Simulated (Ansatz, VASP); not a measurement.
# Two plane-wave programs on GaAs

```
Ga As
1.0
     0.00000    2.88865    2.88865
     2.88865    0.00000    2.88865
     2.88865    2.88865    0.00000
Ga As
1 1
Direct
  0.00000 0.00000 0.00000
  0.25000 0.25000 0.25000
```

Alike in both runs: task single point; functional r2SCAN; k mesh 6 × 6 × 6; no spin polarisation.

|  | VASP | Ansatz |
| --- | --- | --- |
| version | VASP 6.6.1 | Ansatz 0.2.0 |
| potentials or method | VASP PAW PBE potentials, release 64 (Ga_d, As) | plane waves, PAW |
| plane-wave cutoff (eV) | 520 | 500 |
| occupations | gaussian, width 0.01 eV | fixed |
| valence electrons in the cell | 18 | 28 |

```csv
,VASP,Ansatz,Ansatz less VASP
gap on the k mesh at the Fermi level (eV),0.48,0.50,+0.019
pressure (GPa),-3.6,-3.7,-0.08
```

VASP's potentials were made for PBE, not for r2SCAN. VASP's potentials hold 18 valence electrons a cell and Ansatz's 28, so a difference there can come from the potentials and not from the codes.
